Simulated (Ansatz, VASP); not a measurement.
Two plane-wave programs on InSb

File INCAR:

```
SYSTEM = InSb
PREC = Accurate
ENCUT = 520
EDIFF = 1E-7
ISMEAR = 0
SIGMA = 0.05
LREAL = .False.
LASPH = .True.
NELM = 60
ALGO = Normal
ISIF = 2
LWAVE = .False.
LCHARG = .False.
GGA = PE
IVDW = 13
NBANDS = 16
```

File KPOINTS:

```
regular mesh
0
Gamma
  6 6 6
  0 0 0
```

The input POSCAR:

```
InSb
1.0
    0.0000000000      3.2712867641      3.2712867641
    3.2712867641      0.0000000000      3.2712867641
    3.2712867641      3.2712867641      0.0000000000
In Sb
1 1
Direct
    0.0000000000      0.0000000000      0.0000000000
    0.7500000000      0.7500000000      0.7500000000
```

Input for Ansatz:

```yaml
crystal:
  lattice:
    - [0.0, 3.2712867641, 3.2712867641]
    - [3.2712867641, 0.0, 3.2712867641]
    - [3.2712867641, 3.2712867641, 0.0]
  atoms:
    - { symbol: In, position: [0.0, 0.0, 0.0] }
    - { symbol: Sb, position: [0.75, 0.75, 0.75] }
basis:
  ecutwfc: 420
  ecutrho_ratio: 4
kpoints:
  mp_grid: { grid: [6, 6, 6] }
hamiltonian:
  xc: pbe
  dispersion: d4
scf:
  occupations: { method: gaussian, width: 0.05 }
output:
  forces: true
  stress: true
  eigenvalues: true
```

Alike in both runs: task single point; functional PBE; dispersion D4; k mesh 6 × 6 × 6; occupations gaussian, width 0.05 eV; no spin polarisation.

```csv
,VASP,Ansatz
version,VASP 6.6.1,Ansatz 0.2.0
potentials or method,"VASP PAW PBE potentials, release 64 (In_d, Sb), cutoff 520 eV","scalar-relativistic, plane waves, PAW"
valence electrons in the cell,18,28
```

```csv
,VASP,Ansatz,Ansatz less VASP
gap on the k mesh at the Fermi level (eV),none,none,-
pressure (GPa),0.0,0.0,+0.02
```

A gap of «none» marks a metal or a gap that the smearing closes. VASP's potentials hold 18 valence electrons a cell and Ansatz's 28, so a difference there can come from the potentials and not from the codes.

Neither program's run includes spin-orbit coupling.
